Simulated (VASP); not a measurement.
# CuO (C2/c) in VASP: further runs

Runs on CuO. Level: PBEsol. Tasks: single point.

Program: VASP 6.6.1. These are calculated values, not measurements. Logs are shortened: lines on timing, memory, paths and dates and some standing lists are left out, and cuts for length are marked.

### 1 The cell of the first run

The typed cell holds 4 atoms: a = 4.101 Å, b = 6.528 Å, c = 2.894 Å, α = 116.20°, β = 44.88°, γ = 89.99°.

### 2 Single point, PBEsol

The input, INCAR:

```
ALGO = Normal
EDIFF = 1E-6
ENCUT = 520
GGA = PS
ISIF = 2
ISMEAR = 0
ISYM = 0
LASPH = True
LCHARG = False
LREAL = False
LWAVE = False
NBANDS = 25
NELM = 60
PREC = Accurate
SIGMA = 0.1
```

The input, KPOINTS:

```
k-points
0
Gamma
  9 6 21
```

The input, POSCAR:

```
CuO
1.0
    4.1011402755      0.0000000000      0.0000000000
    0.0009541563      6.5278571980      0.0000000000
    2.0505701377     -1.2779238284      1.5930984965
Cu O
2 2
Direct
    0.5000000000      0.0000000000      0.5000000000
    0.5000000000      0.5000000000      0.5000000000
    0.2500398702      0.2500000000      0.4999202596
    0.7499601298      0.7500000000      0.5000797404
```

Potentials or basis: VASP PAW PBE potentials, release 64 (Cu, O).

Run with:

```bash
$ cat potpaw_PBE.64/Cu/POTCAR potpaw_PBE.64/O/POTCAR > POTCAR
$ mpirun -np 1 vasp_std > vasp.out
```

OUTCAR:

```text
EDIFF = 1E-6
   ENCUT = 520
   GGA = PS
   ISIF = 2
   ISMEAR = 0
   ISYM = 0
   LASPH = True
   LREAL = False
   NELM = 60
   PREC = Accurate

 ion  position               nearest neighbor table
   1  0.500  0.000  0.500-   3 1.93   4 1.93   3 1.93   4 1.93
   2  0.500  0.500  0.500-   3 1.93   4 1.93   4 1.93   3 1.93
   3  0.250  0.250  0.500-   2 1.93   1 1.93   1 1.93   2 1.93
   4  0.750  0.750  0.500-   2 1.93   1 1.93   1 1.93   2 1.93

IMPORTANT INFORMATION: All symmetrisations will be switched off!
NOSYMM: (Re-)initialisation of all symmetry stuff for point group C_1.

----------------------------------------------------------------------------------------

                                     Primitive cell

  volume of cell :      42.6499

  direct lattice vectors                    reciprocal lattice vectors
     4.101140275  0.000000000  0.000000000     0.243834625 -0.000035641 -0.313882379
     0.000954156  6.527857198  0.000000000     0.000000000  0.153189626  0.122882969
     2.050570138 -1.277923828  1.593098496     0.000000000  0.000000000  0.627707579

  length of vectors
     4.101140275  6.527857268  2.894112994     0.397463801  0.196385553  0.627707579

  position of ions in fractional coordinates (direct lattice)
     0.500000000  0.000000000  0.500000000
     0.500000000  0.500000000  0.500000000
     0.250039870  0.250000000  0.499920260
     0.749960130  0.750000000  0.500079740

  ion indices of the primitive-cell ions
   primitive index   ion index
                 1           1
                 2           2
                 3           3
                 4           4

----------------------------------------------------------------------------------------

 KPOINTS: k-points

Automatic generation of k-mesh.
 Grid dimensions read from file:
 generate k-points for:    9    6   21

 Generating k-lattice:

  Cartesian coordinates                     Fractional coordinates (reciprocal lattice)
     0.027092736 -0.000003960 -0.034875820     0.111111111  0.000000000  0.000000000
     0.000000000  0.025531604  0.020480495     0.000000000  0.166666667  0.000000000
     0.000000000  0.000000000  0.029890837     0.000000000  0.000000000  0.047619048

  Length of vectors
[... 71 lines left out ...]
   ISPIN  =      1    spin polarized calculation?
   LNONCOLLINEAR =      F non collinear calculations
   LSORBIT =      F    spin-orbit coupling
   LASPH  =      T    aspherical Exc in radial PAW
   ENCUT  =  520.0 eV  38.22 Ry    6.18 a.u.   7.63 12.14  5.38*2*pi/ulx,y,z
   NELM   =     60;   NELMIN=  2; NELMDL= -5     # of ELM steps
   EDIFF  = 0.1E-05   stopping-criterion for ELM
   LREAL  =      F    real-space projection
   EDIFFG = 0.1E-04   stopping-criterion for IOM
   NSW    =      0    number of steps for IOM
   IBRION =     -1    ionic relax: 0-MD 1-quasi-New 2-CG
   NFREE  =      0    steps in history (QN), initial steepest desc. (CG)
   ISIF   =      2    stress and relaxation
   ISYM   =      0    0-nonsym 1-usesym 2-fastsym
   POTIM  = 0.5000    time-step for ionic-motion
   TEBEG  =    0.0;   TEEND  =   0.0 temperature during run
   PSTRESS=    0.0 pullay stress
   NELECT =      34.0000    total number of electrons
   NUPDOWN=      -1.0000    fix difference up-down
   EMIN   =  10.00;   EMAX   =-10.00  energy-range for DOS
   EFERMI =   0.00;   METHOD = LEGACY
   ISMEAR =     0;   SIGMA  =   0.10  broadening in eV -4-tet -1-fermi 0-gaus
   EFERMI_NEDOS =   21; number of points for ismear=-14 and -15
   IALGO  =     38    algorithm
   IMIX   =      4    mixing-type and parameters
     AMIX     =   0.40;   BMIX     =  1.00
     AMIX_MAG =   1.60;   BMIX_MAG =  1.00
  volume/ion in A,a.u.               =      10.66        71.95
  Fermi-wavevector in a.u.,A,eV,Ry     =   1.517965  2.868538 31.350797  2.304219
  Thomas-Fermi vector in A             =   2.627150
   LORBIT       =      0    0 simple, 1 ext, 2 COOP (PROOUT), +10 PAW based schemes
   GGA     = PS    functional components
   LHFCALC =     F    Hartree Fock is set to
   AEXX    =    0.0000 exact exchange contribution
   IVDW    =     0    specifies the selected vdW correction
   LEPSILON=     F    determine dielectric tensor
   LRPA    =     F    only Hartree local field effects (RPA)
 non-spin polarized calculation
 Gauss-broadening in eV      SIGMA  =   0.10
  energy-cutoff  :      520.00
  volume of cell :       42.65
 maximum number of plane-waves:      1175
   NGX = 15   NGY = 25   NGZ = 11

 number of electron      33.9999999 magnetization

 Free energy of the ion-electron system (eV)
  ---------------------------------------------------
  ext. energy  EPLUGINS =         0.00000000
  ---------------------------------------------------
  free energy    TOTEN  =       -21.48393789 eV

  energy without entropy =      -21.47324348  energy(sigma->0) =      -21.47859069

 E-fermi :   5.2317     XC(G=0): -11.8069

 val. band max:        5.2306902291   @ k =   0.3333   0.0000   0.1429
 cond. band min:       5.2322372720   @ k =   0.0000   0.3333   0.1905
 fundamental gap:      0.0015470429
 Fermi energy:         5.2317167007

 k-point     1 :       0.0000    0.0000    0.0000
  band No.  band energies     occupation
      1     -14.8617      2.00000
      2     -13.4278      2.00000
      3      -3.3363      2.00000
      4      -0.5046      2.00000
      5      -0.4960      2.00000
      6       1.2532      2.00000
[... 661 lines left out ...]
     24      19.2778      0.00000
     25      20.6564      0.00000

 [... further k-points ...]

------------------------ aborting loop because EDIFF is reached ----------------------------------------

  FORCE on cell =-STRESS in cart. coord.  units (eV):
  Direction    XX          YY          ZZ          XY          YZ          ZX
  --------------------------------------------------------------------------------------
  -------------------------------------------------------------------------------------
  Total        0.1539188      0.2362757      0.2135377      0.0009995      0.0577694      0.0041000
  in kB        5.7820829      8.8758861      8.0217142      0.0375475      2.1701531      0.1540200
  external PRESSURE =       7.5598944 kB  Pullay stress =       0.0000000 kB

 VOLUME and BASIS-vectors are now :
 -----------------------------------------------------------------------------
  energy-cutoff  :      520.00
  volume of cell :       42.65
      direct lattice vectors                 reciprocal lattice vectors
     4.101140275  0.000000000  0.000000000     0.243834625 -0.000035641 -0.313882379
     0.000954156  6.527857198  0.000000000     0.000000000  0.153189626  0.122882969
     2.050570138 -1.277923828  1.593098496     0.000000000  0.000000000  0.627707579

 POSITION                                       TOTAL-FORCE (eV/Angst)
 -----------------------------------------------------------------------------------
      3.07586     -0.63896      0.79655        -0.000001      0.000162      0.000129
      3.07633      2.62497      0.79655        -0.000001     -0.000067     -0.000053
      2.05081      0.99310      0.79642        -0.000006      0.000105      0.000253
      4.10186      4.25683      0.79668         0.000008     -0.000200     -0.000329
 -----------------------------------------------------------------------------------
    total drift:                                0.000007     -0.000265     -0.000209

  FREE ENERGIE OF THE ION-ELECTRON SYSTEM (eV)
  ---------------------------------------------------
  free  energy   TOTEN  =       -21.4839378917 eV

  energy  without entropy=      -21.4732434789  energy(sigma->0) =      -21.47859069
```

Run time: 5.7 min. Hardware: 1 thread of Intel Xeon 6975P-C (Granite Rapids), shared host; peak memory 0.59 GiB.

What came out:

* Free energy: -21.4839 eV
* Pressure: 0.8 GPa
* Band gap on the k mesh: zero (bands 17 and 18 overlap by 1.16 eV)

Stress tensor (GPa, compression positive):
```
0.58 0.00 0.02
0.00 0.89 0.22
0.02 0.22 0.80
```

Levels at points of the mesh, in eV from the Fermi level:
```
           k point  band 14  band 15  band 16  band 17  band 18  band 19  band 20  band 21
(0.00, 0.00, 0.00)    -2.50    -2.40    -2.01     0.68     0.69     1.45     6.00     7.41
(0.00, 0.50, 0.00)    -2.40    -1.63    -1.63     0.08     0.08     3.51     3.51    11.70
```

Caveat: the PAW data sets were made with another functional, which shifts forces and pressure a little; semilocal functionals often make such compounds metallic where correlation or magnetic order opens a gap, which also shifts bond lengths. With open d or f shells a metallic result of PBEsol can be an artefact of self-interaction; +U or a hybrid may open a gap.

### 3 Single point, PBEsol

This run uses another cell than the first one, of the same volume but with other edges.

The input, INCAR:

```
ALGO     = Normal         # electronic algorithm
EDIFF    = 1E-6           # SCF threshold, eV
ENCUT    = 520            # plane-wave cutoff, eV
GGA      = PS             # functional
ISIF     = 2              # what is computed and relaxed
ISMEAR   = 0              # smearing method
ISYM     = 0            
LASPH    = T              # aspherical terms in the spheres
LCHARG   = F              # write CHGCAR
LREAL    = F              # projectors in reciprocal space
LWAVE    = F              # write WAVECAR
NBANDS   = 25             # bands
NELM     = 80             # most SCF steps
PREC     = Accurate       # precision mode
SIGMA    = 0.1            # smearing width, eV
```

The input, KPOINTS:

```
k-points
0
Gamma
  13 6 14
```

The input, POSCAR:

```
CuO
1.0
    2.8941129938      0.0000000000      0.0000000000
   -2.8817629841      5.8573340874      0.0000000000
   -0.0116739599     -1.4302927384      2.5159523886
Cu O
2 2
Direct
    0.0000000000      0.0000000000      0.5000000000
    0.0000000000      0.5000000000      0.5000000000
    0.7499601298      0.2500000000      0.7499601298
    0.2500398702      0.7500000000      0.2500398702
```

Potentials or basis: VASP PAW PBE potentials, release 64 (Cu, O).

Run with:

```bash
$ cat potpaw_PBE.64/Cu/POTCAR potpaw_PBE.64/O/POTCAR > POTCAR
$ mpirun -np 1 vasp_std > vasp.out
```

Wall time 9.8 min (1 thread of Intel Xeon Platinum 8259CL at 2.50GHz (Skylake/Cascade Lake), shared host); peak memory 0.56 GiB.

The run converged. Its results:

* Free energy: -21.4836 eV
* Pressure: 0.8 GPa
* Band gap on the k mesh: zero (bands 17 and 18 overlap by 1.12 eV)

Stress tensor (GPa, compression positive):
```
 0.62 -0.02  0.02
-0.02  0.97  0.20
 0.02  0.20  0.72
```

Levels at points of the mesh, in eV from the Fermi level:
| k point | band 13 | band 14 | band 15 | band 16 | band 17 | band 18 | band 19 | band 20 | band 21 | band 22 |
| --- | --- | --- | --- | --- | --- | --- | --- | --- | --- | --- |
| (0.00, 0.00, 0.00) | -2.53 | -2.50 | -2.40 | -2.01 | 0.69 | 0.70 | 1.45 | 6.00 | 7.41 | 13.25 |
| (0.00, 0.50, 0.00) | -2.40 | -2.40 | -1.63 | -1.63 | 0.08 | 0.08 | 3.51 | 3.51 | 11.70 | 11.70 |
| (0.00, 0.00, 0.50) | -2.49 | -2.47 | -2.12 | -1.90 | -0.15 | 0.70 | 4.18 | 5.95 | 8.22 | 9.02 |
| (0.00, 0.50, 0.50) | -2.37 | -1.99 | -1.65 | -1.58 | 0.22 | 0.46 | 3.50 | 5.94 | 6.55 | 10.95 |

Caveat: the PAW data sets were made with another functional, which shifts forces and pressure a little; semilocal functionals often make such compounds metallic where correlation or magnetic order opens a gap, which also shifts bond lengths. With open d or f shells a metallic result of PBEsol can be an artefact of self-interaction; +U or a hybrid may open a gap.
